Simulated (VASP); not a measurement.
Runs of VASP 6.6.1 on Hg. The structure is that of space group Pm-3m (No. 221), or close to it. The cells are those of the table. 

| task | spin | cell | k mesh | cutoff (eV) | gap on the mesh (eV) | pressure (GPa) |
| --- | --- | --- | --- | --- | --- | --- |
| single point | non-collinear, zero start, SOC | a = 2.894 Å, 1 atom | 11 × 11 × 11 | 520 | - | -0.3 |
| single point | off | a = 2.855 Å, 1 atom | 18 × 18 × 18 | 520 | none | (a) |
| single point | off | a = 2.894 Å, 1 atom | 11 × 11 × 11 | 520 | none | 0.8 |
| single point | off | a = 2.932 Å, 1 atom | 18 × 18 × 18 | 520 | none | -1.3 |
| relaxation of cell and atoms | off | relaxed from a = 2.921 Å, 1 atom | 11 × 11 × 11 | 600 | none | 0.0 |

Alike in all rows: level LDA; potentials or basis VASP PAW LDA potentials, release 64 (Hg); smearing fermi-dirac 0.1 eV.

**Question.** Fill in the values left out.

**Answer.** (a) 3.4.

Caveats: spin-orbit coupling is left out, which moves the levels of the heavy elements (at least some runs); the cell stands under pressure (at least some runs).

A k mesh can miss the band edges, and rows without SOC leave out spin-orbit coupling on Hg.

A gap of «none» marks levels without a gap at the run's occupations.
